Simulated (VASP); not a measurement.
# Si16C (a cell with a defect) in VASP: a series of runs, part 2 of 2

VASP 6.6.1. The steps go on from the part before.

### Step 3. Single point, PBE, collinear spin, ferromagnetic start

File INCAR:

```
SYSTEM = Si16C
PREC = Accurate
ENCUT = 520
EDIFF = 1E-6
ISMEAR = -1
SIGMA = 0.02
LREAL = .FALSE.
LASPH = .TRUE.
NELM = 200
ALGO = Normal
ISIF = 2
LWAVE = .FALSE.
LCHARG = .FALSE.
ISPIN = 2
MAGMOM = 0 0 0 0 0 0 0 0 0 0 0 0 0 0 0 0 0.06
LORBIT = 11
GGA = PE
NBANDS = 52
GGA_COMPAT = .FALSE.
```

File KPOINTS:

```
regular mesh
0
G
  2 2 2
  0 0 0
```

File POSCAR:

```
Si16C
1.0
    0.0000000000      5.4300000000      5.4300000000
    5.4300000000      0.0000000000      5.4300000000
    5.4300000000      5.4300000000      0.0000000000
Si C
16 1
Direct
   -0.0152025783      0.0222375691      0.0228453039
    0.0991896869      0.1519521179      0.1530939227
   -0.0183701657     -0.0031031308      0.5470810313
    0.1103683241      0.1336279926      0.6490791897
   -0.0179834254      0.5461602210     -0.0029742173
    0.1100828729      0.6485727440      0.1341344383
   -0.0350368324      0.4963627993      0.4969889503
    0.1903222836      0.5557734807      0.5556445672
    0.4729742173      0.0207458564      0.0213167587
    0.6112246777      0.1386648250      0.1392725599
    0.4836279926      0.0161141805      0.5126887661
    0.6127532228      0.1253683241      0.6478360958
    0.4832965009      0.5122283610      0.0172007366
    0.6129926335      0.6472283610      0.1260865562
    0.5393646409      0.4889963168      0.4898802947
    0.5965009208      0.6433701657      0.6444198895
    1.0494475138      0.7173112339      0.7178084715
```

Potentials or basis: VASP PAW PBE potentials, release 64 (Si, C).

Launch:

```
$ cat potpaw_PBE.64/Si/POTCAR potpaw_PBE.64/C/POTCAR > POTCAR
$ mpirun -np 1 vasp_std > vasp.out
```

OUTCAR:

```text
SYSTEM = Si16C
   PREC = Accurate
   ENCUT = 520
   EDIFF = 1E-6
   ISMEAR = -1
   LREAL = .FALSE.
   LASPH = .TRUE.
   NELM = 200
   ISIF = 2
   ISPIN = 2
   LORBIT = 11
   GGA = PE

 ion  position               nearest neighbor table
   1  0.985  0.022  0.023-  10 2.34   6 2.34   4 2.35   2 2.35
   2  0.099  0.152  0.153-   9 2.35   1 2.35   3 2.48   5 2.48
   3  0.982  0.997  0.547-  17 1.83   4 2.31  12 2.32   2 2.48   8 2.92
   4  0.110  0.134  0.649-   7 2.30   3 2.31  11 2.34   1 2.35
   5  0.982  0.546  0.997-  17 1.83   6 2.31  14 2.32   2 2.48   8 2.92
   6  0.110  0.649  0.134-   7 2.30   5 2.31  13 2.34   1 2.34
   7  0.965  0.496  0.497-   8 2.28   4 2.30   6 2.30  16 2.33
   8  0.190  0.556  0.556-  17 1.77   7 2.28  15 2.29   5 2.92   3 2.92
   9  0.473  0.021  0.021-   2 2.35  12 2.35  14 2.35  10 2.35
  10  0.611  0.139  0.139-  11 2.34  13 2.34   1 2.34   9 2.35
  11  0.484  0.016  0.513-  16 2.34  10 2.34   4 2.34  12 2.34
  12  0.613  0.125  0.648-  15 2.30   3 2.32  11 2.34   9 2.35
  13  0.483  0.512  0.017-  16 2.34   6 2.34  10 2.34  14 2.34
  14  0.613  0.647  0.126-  15 2.31   5 2.32  13 2.34   9 2.35
  15  0.539  0.489  0.490-   8 2.29  12 2.30  14 2.31  16 2.34
  16  0.597  0.643  0.644-   7 2.33  15 2.34  11 2.34  13 2.34
  17  0.049  0.717  0.718-   8 1.77   5 1.83   3 1.83

  LATTYP: Found a face centered cubic cell.
 ALAT       =    10.8600000000

  Lattice vectors:

 A1 = (   0.0000000000,   5.4300000000,   5.4300000000)
 A2 = (   5.4300000000,   0.0000000000,   5.4300000000)
 A3 = (   5.4300000000,   5.4300000000,   0.0000000000)

Analysis of symmetry for initial positions (statically):
=====================================================================
 Subroutine PRICEL returns:
 Original cell was already a primitive cell.

 Routine SETGRP: Setting up the symmetry group for a
 face centered cubic supercell.

 Subroutine GETGRP returns: Found  1 space group operations
 (whereof  1 operations were pure point group operations)
 out of a pool of 48 trial point group operations.

The static configuration has the point symmetry C_1 .

Analysis of symmetry for dynamics (positions and initial velocities):
=====================================================================
 Subroutine PRICEL returns:
 Original cell was already a primitive cell.

 Routine SETGRP: Setting up the symmetry group for a
 face centered cubic supercell.

 Subroutine GETGRP returns: Found  1 space group operations
 (whereof  1 operations were pure point group operations)
 out of a pool of 48 trial point group operations.

The dynamic configuration has the point symmetry C_1 .

Analysis of structural, dynamic, and magnetic symmetry:
=====================================================================
 Subroutine PRICEL returns:
 Original cell was already a primitive cell.

 Routine SETGRP: Setting up the symmetry group for a
 face centered cubic supercell.

 Subroutine GETGRP returns: Found  1 space group operations
 (whereof  1 operations were pure point group operations)
 out of a pool of 48 trial point group operations.

The overall configuration has the point symmetry C_1 .

 Subroutine INISYM returns: Found  1 space group operations
 (whereof  1 operations are pure point group operations),
 and found     1 'primitive' translations

----------------------------------------------------------------------------------------

                                     Primitive cell

[... 119 lines left out ...]
   EFERMI_NEDOS =   21; number of points for ismear=-14 and -15
   IALGO  =     38    algorithm
   IMIX   =      4    mixing-type and parameters
     AMIX     =   0.40;   BMIX     =  1.00
     AMIX_MAG =   1.60;   BMIX_MAG =  1.00
  volume/ion in A,a.u.               =      18.84       127.11
  Fermi-wavevector in a.u.,A,eV,Ry     =   0.976715  1.845724 12.979587  0.953973
  Thomas-Fermi vector in A             =   2.107356
   LORBIT       =     11    0 simple, 1 ext, 2 COOP (PROOUT), +10 PAW based schemes
   GGA     = PE    functional components
   LHFCALC =     F    Hartree Fock is set to
   AEXX    =    0.0000 exact exchange contribution
   IVDW    =     0    specifies the selected vdW correction
   LEPSILON=     F    determine dielectric tensor
   LRPA    =     F    only Hartree local field effects (RPA)
 spin polarized calculation
  energy-cutoff  :      520.00
  volume of cell :      320.21
 maximum number of plane-waves:      8646
 NGX is ok and might be reduce to    60
   NGX = 29   NGY = 29   NGZ = 29

 number of electron      68.0000000 magnetization      -0.0005115

 number of electron      68.0000000 magnetization       0.0038082

 Free energy of the ion-electron system (eV)
  ---------------------------------------------------
  ext. energy  EPLUGINS =         0.00000000
  ---------------------------------------------------
  free energy    TOTEN  =       -91.10796720 eV

  energy without entropy =      -91.10106021  energy(sigma->0) =      -91.10451371

 E-fermi :   6.3833     XC(G=0):  -9.5558

 val. band max:        6.3472478127   @ k =   0.0000   0.0000   0.5000
 cond. band min:       6.4025550476   @ k =   0.5000   0.0000   0.0000
 fundamental gap:      0.0553072349
 Fermi energy:         6.3832521759

 spin component 1

 k-point     1 :       0.0000    0.0000    0.0000
  band No.  band energies     occupation
      1      -6.9837      1.00000
      2      -5.3234      1.00000
      3      -3.8257      1.00000
      4      -3.8088      1.00000
      5      -3.7939      1.00000
      6      -2.9357      1.00000
[... 381 lines left out ...]
     45      10.1010      0.00000
     46      10.1151      0.00000
 Fermi energy:         6.3832521759

 spin component 2

 k-point     1 :       0.0000    0.0000    0.0000
  band No.  band energies     occupation
      1      -6.9828      1.00000
      2      -5.3230      1.00000
      3      -3.8255      1.00000
      4      -3.8086      1.00000
      5      -3.7938      1.00000
      6      -2.9355      1.00000
[... 381 lines left out ...]
     45      10.1012      0.00000
     46      10.1154      0.00000
 [bands above 46 left out]

------------------------ aborting loop because EDIFF is reached ----------------------------------------

  FORCE on cell =-STRESS in cart. coord.  units (eV):
  Direction    XX          YY          ZZ          XY          YZ          ZX
  --------------------------------------------------------------------------------------
  -------------------------------------------------------------------------------------
  Total       13.7049563      6.4675320      6.4684774     -0.0492831      2.8056783     -0.0533450
  in kB       68.5738848     32.3608325     32.3655630     -0.2465923     14.0384438     -0.2669162
  external PRESSURE =      44.4334268 kB  Pullay stress =       0.0000000 kB

 VOLUME and BASIS-vectors are now :
 -----------------------------------------------------------------------------
  energy-cutoff  :      520.00
  volume of cell :      320.21
      direct lattice vectors                 reciprocal lattice vectors
     0.000000000  5.430000000  5.430000000    -0.092081031  0.092081031  0.092081031
     5.430000000  0.000000000  5.430000000     0.092081031 -0.092081031  0.092081031
     5.430000000  5.430000000  0.000000000     0.092081031  0.092081031 -0.092081031

 POSITION                                       TOTAL-FORCE (eV/Angst)
 -----------------------------------------------------------------------------------
      0.24480      5.47150      5.46820        -0.025909      0.003843      0.006261
      1.65640      1.36990      1.36370        -0.004183      0.000832      0.017047
      8.38380      8.30090     10.74340         0.034127     -0.005292      0.010774
      4.25010      4.12380      1.32490        -0.017027     -0.009376     -0.018877
      8.37950     10.74620      8.29800         0.055656      0.026246     -0.022108
      4.25010      1.32610      4.11950        -0.021897     -0.014766     -0.017709
[... 9 lines left out ...]
      6.99270      6.73820      6.73250        -0.003843      0.007554      0.008272
      7.79270      4.16620      4.16350        -0.002049      0.037181      0.054582
 -----------------------------------------------------------------------------------
    total drift:                               -0.000114      0.000368      0.000367

  FREE ENERGIE OF THE ION-ELECTRON SYSTEM (eV)
  ---------------------------------------------------
  free  energy   TOTEN  =       -91.1079672047 eV

  energy  without entropy=      -91.1010602081  energy(sigma->0) =      -91.10451371

 total charge

# of ion       s       p       d       tot
------------------------------------------
    1        0.738   0.959   0.000   1.697
    2        0.748   0.906   0.000   1.654
    3        0.745   0.931   0.000   1.676
    4        0.751   0.957   0.000   1.708
    5        0.745   0.931   0.000   1.675
    6        0.751   0.957   0.000   1.708
[... 9 lines left out ...]
   16        0.743   0.953   0.000   1.696
   17        0.881   1.610   0.000   2.491
--------------------------------------------------
tot         12.873  16.809   0.000  29.681

 magnetization (x)

# of ion       s       p       d       tot
------------------------------------------
    1        0.000   0.000   0.000   0.000
    2        0.000   0.000   0.000   0.000
    3        0.000   0.000   0.000   0.000
    4        0.000   0.000   0.000   0.000
    5        0.000   0.000   0.000   0.000
    6        0.000   0.000   0.000   0.000
[... 9 lines left out ...]
   16        0.000   0.000   0.000   0.000
   17        0.000   0.001   0.000   0.001
--------------------------------------------------
tot          0.000   0.002   0.000   0.002
```

Wall time 7.3 min (1 thread of AMD EPYC 9R45 (Zen 5), shared host); peak memory 0.71 GiB.

What came out:

- Free energy: -91.1080 eV
- Pressure: 4.4 GPa
- Largest force: 0.066 eV/Å
- Band gap on the k mesh: zero (filled and empty bands overlap)
- Net moment: 0.00 μB per cell
- Valence electrons inside the program's atomic spheres: Si 1.70, 1.65, 1.68, 1.71, 1.73, 1.72; C 2.49

Forces on the atoms (eV/Å):
```
Si  -0.026  0.004  0.006
Si  -0.004  0.001  0.017
Si   0.034 -0.005  0.011
Si  -0.017 -0.009 -0.019
Si   0.056  0.026 -0.022
Si  -0.022 -0.015 -0.018
Si  -0.005  0.021  0.028
Si  -0.020 -0.031 -0.032
Si  -0.033  0.010  0.002
Si  -0.006 -0.019 -0.010
Si   0.020 -0.010  0.000
Si  -0.003  0.017  0.001
Si   0.011  0.007 -0.008
Si  -0.006  0.004  0.011
Si   0.027 -0.044 -0.030
Si  -0.004  0.008  0.008
C   -0.002  0.037  0.055
```

Levels at points of the mesh, in eV from the Fermi level:
Spin up:
```
           k point  band 32  band 33  band 34  band 35  band 36  band 37
(0.00, 0.00, 0.00)    -0.84    -0.55    -0.54    -0.30    -0.22     0.26
(0.50, 0.00, 0.00)    -1.31    -1.08     0.02     0.39     0.70     0.89
(0.00, 0.50, 0.00)    -1.26    -1.06    -0.04     0.50     0.68     0.98
(0.00, 0.00, 0.50)    -1.27    -1.06    -0.04     0.50     0.67     0.98
(0.50, 0.50, 0.50)    -1.27    -1.16    -0.11     0.54     0.69     0.96
(0.50, 0.50, 0.00)    -1.76    -1.11    -0.80     0.82     1.18     1.34
(0.00, 0.50, 0.50)    -1.79    -1.14     0.27     0.46     1.09     1.44
(0.50, 0.00, 0.50)    -1.76    -1.11    -0.80     0.82     1.18     1.34
```
Spin down:
```csv
k point,band 32,band 33,band 34,band 35,band 36,band 37
"(0.00, 0.00, 0.00)",-0.84,-0.55,-0.54,-0.30,-0.22,0.26
"(0.50, 0.00, 0.00)",-1.31,-1.08,0.02,0.39,0.70,0.89
"(0.00, 0.50, 0.00)",-1.26,-1.06,-0.04,0.50,0.68,0.98
"(0.00, 0.00, 0.50)",-1.27,-1.06,-0.04,0.50,0.67,0.98
"(0.50, 0.50, 0.50)",-1.27,-1.15,-0.11,0.54,0.69,0.96
"(0.50, 0.50, 0.00)",-1.76,-1.11,-0.80,0.82,1.18,1.34
"(0.00, 0.50, 0.50)",-1.79,-1.14,0.27,0.46,1.09,1.44
"(0.50, 0.00, 0.50)",-1.76,-1.11,-0.80,0.82,1.18,1.34
```

Caveat: the k points lie up to 0.50 Å⁻¹ apart.
